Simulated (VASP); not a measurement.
# PbSe (I4/mmm) in VASP: single point with r2SCAN

Aim: the single point of PbSe with r2SCAN.

All numbers are computed with VASP 6.6.1; they aren't measurements. Logs are shortened: lines on timing, memory, paths and dates and some standing lists are left out, and cuts for length are marked.

## 1. The cell of the first run

It takes space group I4/mmm (No. 139, tetragonal). The conventional cell has a = 4.261 Å, b = 4.261 Å, c = 6.327 Å, α = 90.00°, β = 90.00°, γ = 90.00°. Pb (site symmetry 4/mmm) has 6 Se at 3.01 to 3.16 Å within 4.0 Å. Se (site symmetry 4/mmm) has 6 Pb at 3.01 to 3.16 Å within 4.0 Å.

## 2. Single point, r2SCAN

POSCAR reads:

```
PbSe
1.0
    0.0000000000      3.0127518457      3.1633894380
    3.0127518457      0.0000000000      3.1633894380
    3.0127518457      3.0127518457      0.0000000000
Pb Se
1 1
Direct
    0.0000000000      0.0000000000      0.0000000000
    0.5000000000      0.5000000000      0.5000000000
```

INCAR.step1 reads:

```
PREC = Accurate
ENCUT = 520
ISMEAR = 0
SIGMA = 0.05
LREAL = False
LASPH = True
NELM = 100
NBANDS = 17
GGA = PE
ALGO = Normal
EDIFF = 1E-4
LWAVE = True
LCHARG = False
```

INCAR.step2 reads:

```
PREC = Accurate
ENCUT = 520
EDIFF = 1E-6
ISMEAR = 0
SIGMA = 0.05
LREAL = False
LASPH = True
NELM = 100
ALGO = Normal
ISIF = 2
LWAVE = False
LCHARG = False
METAGGA = R2SCAN
LMIXTAU = True
NBANDS = 17
ISTART = 1
```

KPOINTS reads:

```
Automatic mesh
0
Gamma
  10 10 10
```

Potentials or basis: VASP PAW PBE potentials, release 64 (Pb_d, Se).

On the command line:

```console
$ cat potpaw_PBE.64/Pb_d/POTCAR potpaw_PBE.64/Se/POTCAR > POTCAR
$ cp INCAR.step1 INCAR
$ mpirun -np 1 vasp_std > vasp.out
$ cp INCAR.step2 INCAR
$ mpirun -np 1 vasp_std > vasp.out
```

OUTCAR:

```text
PREC = Accurate
   ENCUT = 520
   EDIFF = 1E-6
   ISMEAR = 0
   LREAL = False
   LASPH = True
   NELM = 100
   ISIF = 2
   METAGGA = R2SCAN
   ISTART = 1

 ion  position               nearest neighbor table
   1  0.000  0.000  0.000-   2 3.01   2 3.01   2 3.01   2 3.01   2 3.16   2 3.16
   2  0.500  0.500  0.500-   1 3.01   1 3.01   1 3.01   1 3.01   1 3.16   1 3.16

  LATTYP: Found a body centered tetragonal cell.
 ALAT       =     4.2606745203
 C/A-ratio  =     1.4849242405

  Lattice vectors:

 A1 = (  -3.0127518457,   0.0000000000,   3.1633894380)
 A2 = (   3.0127518457,   0.0000000000,   3.1633894380)
 A3 = (   0.0000000000,   3.0127518457,  -3.1633894380)

Analysis of symmetry for initial positions (statically):
=====================================================================
 Subroutine PRICEL returns:
 Original cell was already a primitive cell.

 Routine SETGRP: Setting up the symmetry group for a
 body centered tetragonal supercell.

 Subroutine GETGRP returns: Found 16 space group operations
 (whereof 16 operations were pure point group operations)
 out of a pool of 16 trial point group operations.

The static configuration has the point symmetry D_4h.

Analysis of symmetry for dynamics (positions and initial velocities):
=====================================================================
 Subroutine PRICEL returns:
 Original cell was already a primitive cell.

 Routine SETGRP: Setting up the symmetry group for a
 body centered tetragonal supercell.

 Subroutine GETGRP returns: Found 16 space group operations
 (whereof 16 operations were pure point group operations)
 out of a pool of 16 trial point group operations.

The dynamic configuration has the point symmetry D_4h.

 Subroutine INISYM returns: Found 16 space group operations
 (whereof 16 operations are pure point group operations),
 and found     1 'primitive' translations

----------------------------------------------------------------------------------------

                                     Primitive cell

  volume of cell :      57.4261

  direct lattice vectors                    reciprocal lattice vectors
     0.000000000  3.012751846  3.163389438    -0.165961229  0.165961229  0.158058314
     3.012751846  0.000000000  3.163389438     0.165961229 -0.165961229  0.158058314
     3.012751846  3.012751846  0.000000000     0.165961229  0.165961229 -0.158058314

  length of vectors
     4.368490176  4.368490176  4.260674520     0.282964114  0.282964114  0.282964114

  position of ions in fractional coordinates (direct lattice)
     0.000000000  0.000000000  0.000000000
     0.500000000  0.500000000  0.500000000

  ion indices of the primitive-cell ions
   primitive index   ion index
                 1           1
                 2           2

----------------------------------------------------------------------------------------

 KPOINTS: Automatic mesh

Automatic generation of k-mesh.
 Grid dimensions read from file:
 generate k-points for:   10   10   10

 Generating k-lattice:

  Cartesian coordinates                     Fractional coordinates (reciprocal lattice)
    -0.016596123  0.016596123  0.015805831     0.100000000  0.000000000  0.000000000
     0.016596123 -0.016596123  0.015805831     0.000000000  0.100000000  0.000000000
     0.016596123  0.016596123 -0.015805831     0.000000000  0.000000000  0.100000000

  Length of vectors
     0.028296411  0.028296411  0.028296411

  Shift w.r.t. Gamma in fractional coordinates (k-lattice)
     0.000000000  0.000000000  0.000000000

 Subroutine IBZKPT returns following result:
 ===========================================

 Found    102 irreducible k-points:

 Following reciprocal coordinates:
            Coordinates               Weight
  0.000000  0.000000  0.000000      1.000000
  0.100000  0.000000  0.000000      8.000000
  0.200000  0.000000  0.000000      8.000000
  0.300000 -0.000000  0.000000      8.000000
  0.400000 -0.000000  0.000000      8.000000
  0.500000 -0.000000  0.000000      4.000000
[... 16 lines left out ...]
  0.300000  0.300000  0.000000      2.000000
  0.400000  0.300000  0.000000      8.000000
 [... further k-points ...]
   k-points           NKPTS =    102   k-points in BZ     NKDIM =    102   number of bands    NBANDS=     17
   number of dos      NEDOS =    301   number of ions     NIONS =      2
   total plane-waves  NPLWV =  32768
   dimension x,y,z NGX =    32 NGY =   32 NGZ =   32
   dimension x,y,z NGXF=    64 NGYF=   64 NGZF=   64
   ions per type =               1   1
   NGX,Y,Z   is equivalent  to a cutoff of  12.18, 12.18, 12.49 a.u.
   NGXF,Y,Z  is equivalent  to a cutoff of  24.36, 24.36, 24.97 a.u.
 SYSTEM =  unknown system
   PREC   = accura    normal or accurate (medium, high low for compatibility)
   ISTART =      1    job   : 0-new  1-cont  2-samecut
   ICHARG =      0    charge: 1-file 2-atom 10-const
   ISPIN  =      1    spin polarized calculation?
   LNONCOLLINEAR =      F non collinear calculations
   LSORBIT =      F    spin-orbit coupling
   LASPH  =      T    aspherical Exc in radial PAW
   ENCUT  =  520.0 eV  38.22 Ry    6.18 a.u.   8.12  8.12  7.92*2*pi/ulx,y,z
   NELM   =    100;   NELMIN=  2; NELMDL=  0     # of ELM steps
   EDIFF  = 0.1E-05   stopping-criterion for ELM
   LREAL  =      F    real-space projection
   EDIFFG = 0.1E-04   stopping-criterion for IOM
   NSW    =      0    number of steps for IOM
   IBRION =     -1    ionic relax: 0-MD 1-quasi-New 2-CG
   NFREE  =      0    steps in history (QN), initial steepest desc. (CG)
   ISIF   =      2    stress and relaxation
   ISYM   =      2    0-nonsym 1-usesym 2-fastsym
   POTIM  = 0.5000    time-step for ionic-motion
   TEBEG  =    0.0;   TEEND  =   0.0 temperature during run
   PSTRESS=    0.0 pullay stress
   NELECT =      20.0000    total number of electrons
   NUPDOWN=      -1.0000    fix difference up-down
   EMIN   =  10.00;   EMAX   =-10.00  energy-range for DOS
   EFERMI =   0.00;   METHOD = LEGACY
   ISMEAR =     0;   SIGMA  =   0.05  broadening in eV -4-tet -1-fermi 0-gaus
   EFERMI_NEDOS =   21; number of points for ismear=-14 and -15
   IALGO  =     38    algorithm
   IMIX   =      4    mixing-type and parameters
     AMIX     =   0.40;   BMIX     =  1.00
     AMIX_MAG =   1.60;   BMIX_MAG =  1.00
  volume/ion in A,a.u.               =      28.71       193.77
  Fermi-wavevector in a.u.,A,eV,Ry     =   1.151812  2.176610 18.050462  1.326672
  Thomas-Fermi vector in A             =   2.288467
   LORBIT       =      0    0 simple, 1 ext, 2 COOP (PROOUT), +10 PAW based schemes
   METAGGA = R2SCAN    functional components
   LHFCALC =     F    Hartree Fock is set to
   AEXX    =    0.0000 exact exchange contribution
   IVDW    =     0    specifies the selected vdW correction
   LEPSILON=     F    determine dielectric tensor
   LRPA    =     F    only Hartree local field effects (RPA)
 non-spin polarized calculation
 Gauss-broadening in eV      SIGMA  =   0.05
  energy-cutoff  :      520.00
  volume of cell :       57.43
 maximum number of plane-waves:      1564
   NGX = 17   NGY = 17   NGZ = 15

 number of electron      19.9999999 magnetization

 Free energy of the ion-electron system (eV)
  ---------------------------------------------------
  ext. energy  EPLUGINS =         0.00000000
  ---------------------------------------------------
  free energy    TOTEN  =       -71.89700406 eV

  energy without entropy =      -71.89700406  energy(sigma->0) =      -71.89700406

 E-fermi :   5.2637     XC(G=0): -10.0565

 val. band max:        4.9551605656   @ k =   0.5000  -0.0000   0.0000
 cond. band min:       5.4695320832   @ k =   0.5000  -0.0000   0.0000
 fundamental gap:      0.5143715177
 Fermi energy:         5.2637217952

 k-point     1 :       0.0000    0.0000    0.0000
  band No.  band energies     occupation
      1     -12.5804      2.00000
      2     -12.5678      2.00000
      3     -12.5678      2.00000
      4     -12.5531      2.00000
      5     -12.5454      2.00000
      6      -9.2461      2.00000
[... 9 lines left out ...]
     16      11.9688      0.00000
     17      13.1812      0.00000

 k-point     2 :       0.1000    0.0000    0.0000
  band No.  band energies     occupation
      1     -12.5811      2.00000
      2     -12.5672      2.00000
      3     -12.5660      2.00000
      4     -12.5507      2.00000
      5     -12.5476      2.00000
      6      -9.1675      2.00000
[... 9 lines left out ...]
     16      12.1866      0.00000
     17      13.8561      0.00000

 k-point     3 :       0.2000    0.0000    0.0000
  band No.  band energies     occupation
      1     -12.5846      2.00000
      2     -12.5657      2.00000
      3     -12.5646      2.00000
      4     -12.5500      2.00000
      5     -12.5432      2.00000
      6      -8.9436      2.00000
[... 9 lines left out ...]
     16      12.7411      0.00000
     17      15.2925      0.00000

 k-point     4 :       0.3000   -0.0000    0.0000
  band No.  band energies     occupation
      1     -12.5901      2.00000
      2     -12.5706      2.00000
      3     -12.5643      2.00000
      4     -12.5451      2.00000
      5     -12.5324      2.00000
      6      -8.6185      2.00000
[... 9 lines left out ...]
     16      13.6311      0.00000
     17      16.8437      0.00000
[... 343 lines left out ...]
      1     -12.5902      2.00000
      2     -12.5693      2.00000
      3     -12.5666      2.00000
      4     -12.5530      2.00000
      5     -12.5248      2.00000
      6      -8.4801      2.00000
[... 9 lines left out ...]
     16      14.2650      0.00000
     17      15.5382      0.00000

 k-point    23 :       0.3000    0.3000    0.0000
  band No.  band energies     occupation
      1     -12.6526      2.00000
      2     -12.5630      2.00000
      3     -12.5423      2.00000
      4     -12.5423      2.00000
      5     -12.5356      2.00000
      6      -8.4668      2.00000
[... 9 lines left out ...]
     16      15.7766      0.00000
     17      15.8050      0.00000

 k-point    24 :       0.4000    0.3000    0.0000
  band No.  band energies     occupation
      1     -12.6666      2.00000
      2     -12.5622      2.00000
      3     -12.5417      2.00000
      4     -12.5384      2.00000
      5     -12.5322      2.00000
      6      -8.2325      2.00000
[... 9 lines left out ...]
     16      16.2959      0.00000
     17      16.8918      0.00000

 [... further k-points ...]

------------------------ aborting loop because EDIFF is reached ----------------------------------------

  FORCE on cell =-STRESS in cart. coord.  units (eV):
  Direction    XX          YY          ZZ          XY          YZ          ZX
  --------------------------------------------------------------------------------------
  -------------------------------------------------------------------------------------
  Total        1.3453650      1.3453650     -0.7357890      0.0000000      0.0000000      0.0000000
  in kB       37.5354232     37.5354232    -20.5283703      0.0000000      0.0000000      0.0000000
  external PRESSURE =      18.1808254 kB  Pullay stress =       0.0000000 kB

 VOLUME and BASIS-vectors are now :
 -----------------------------------------------------------------------------
  energy-cutoff  :      520.00
  volume of cell :       57.43
      direct lattice vectors                 reciprocal lattice vectors
     0.000000000  3.012751846  3.163389438    -0.165961229  0.165961229  0.158058314
     3.012751846  0.000000000  3.163389438     0.165961229 -0.165961229  0.158058314
     3.012751846  3.012751846  0.000000000     0.165961229  0.165961229 -0.158058314

 POSITION                                       TOTAL-FORCE (eV/Angst)
 -----------------------------------------------------------------------------------
      0.00000      0.00000      0.00000         0.000000      0.000000     -0.000000
      3.01275      3.01275      3.16339        -0.000000     -0.000000      0.000000
 -----------------------------------------------------------------------------------
    total drift:                                0.000000     -0.000000     -0.000000

  FREE ENERGIE OF THE ION-ELECTRON SYSTEM (eV)
  ---------------------------------------------------
  free  energy   TOTEN  =       -71.8970040642 eV

  energy  without entropy=      -71.8970040642  energy(sigma->0) =      -71.89700406
```

Wall time 8.2 min (1 thread of Intel Xeon 8259CL, shared host); peak memory 0.26 GiB.

What came out:

* Free energy: -71.8970 eV
* Pressure: 1.8 GPa
* Band gap on the k mesh: 0.51 eV

Levels at points of the mesh, in eV from the valence-band top:
| k point | band 6 | band 7 | band 8 | band 9 | band 10 | band 11 | band 12 | band 13 | band 14 | band 15 |
| --- | --- | --- | --- | --- | --- | --- | --- | --- | --- | --- |
| (0.00, 0.00, 0.00) | -14.20 | -6.39 | -2.23 | -2.23 | -1.81 | 4.27 | 5.38 | 5.38 | 6.73 | 7.01 |
| (0.50, 0.00, 0.00) | -13.10 | -9.13 | -1.73 | -1.60 | 0.00 | 0.51 | 1.77 | 2.00 | 9.02 | 10.49 |
| (0.50, 0.50, 0.00) | -12.88 | -7.42 | -5.13 | -3.38 | -3.38 | 4.11 | 6.00 | 6.13 | 6.13 | 11.85 |
| (0.50, 0.00, 0.50) | -12.62 | -7.67 | -5.24 | -3.74 | -3.21 | 3.92 | 5.28 | 6.45 | 6.64 | 11.29 |

Caveat: the stress differs along the axes, from -2 to 4 GPa; the PAW data sets were made with another functional, which shifts forces and pressure a little; spin-orbit coupling is left out, which moves the levels of the heavy elements.
